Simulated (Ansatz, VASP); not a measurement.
# One calculation of Na, two programs

File INCAR:

```
SYSTEM = Na
PREC = Accurate
ENCUT = 520
EDIFF = 1E-6
ISMEAR = -1
SIGMA = 0.1
LREAL = .False.
LASPH = .True.
NELM = 80
ALGO = Normal
ISIF = 2
LWAVE = .False.
LCHARG = .True.
LELF = .True.
LVHAR = .True.
NBANDS = 14
```

File KPOINTS:

```
Automatic mesh
0
Gamma
  9 9 9
  0 0 0
```

File POSCAR:

```
Na
1.0
    0.0000000000      3.6414494888      3.6414494888
    3.6414494888      0.0000000000      3.6414494888
    3.6414494888      3.6414494888      0.0000000000
Na
2
Direct
    0.1250000000      0.1250000000      0.1250000000
    0.8750000000      0.8750000000      0.8750000000
```

Input for Ansatz:

```yaml
crystal:
  lattice:
    - [0.0, 3.6414494888, 3.6414494888]
    - [3.6414494888, 0.0, 3.6414494888]
    - [3.6414494888, 3.6414494888, 0.0]
  atoms:
    - { symbol: Na, position: [0.125, 0.125, 0.125] }
    - { symbol: Na, position: [0.875, 0.875, 0.875] }
hamiltonian:
  xc: lda
  pseudopotentials:
    kind: paw
    azcp:
      Na: "pseudopotentials/Na.paw.azcp"
basis:
  ecutwfc: 420
  fft_grid_basis: typed
kpoints:
  mp_grid: { grid: [9, 9, 9], shift: [0, 0, 0] }
magnetization:
  spin_polarized: false
scf:
  occupations: { method: fermi_dirac, width: 0.1 }
  lower_state_search: "off"
output:
  stress: true
```

Alike in both runs: task single point; functional LDA; k mesh 9 × 9 × 9; occupations fermi-dirac, width 0.1 eV; no spin polarisation.

```csv
,VASP,Ansatz
version,VASP 6.6.1,Ansatz 0.2.0
potentials or method,"VASP PAW LDA potentials, release 64 (Na_pv), cutoff 520 eV","plane waves (420 eV) with PAW, scalar-relativistic"
valence electrons in the cell,14,18
```

```csv
,VASP,Ansatz,Ansatz less VASP
pressure (GPa),0.0,0.0,+0.02
```

Ansatz warns that its potentials were made for another functional, while VASP's fit it. LDA's correlation is that of Perdew and Zunger in VASP and of Perdew and Wang (1992) in Ansatz. VASP's potentials hold 14 valence electrons a cell and Ansatz's 18, so a difference there can come from the potentials and not from the codes.
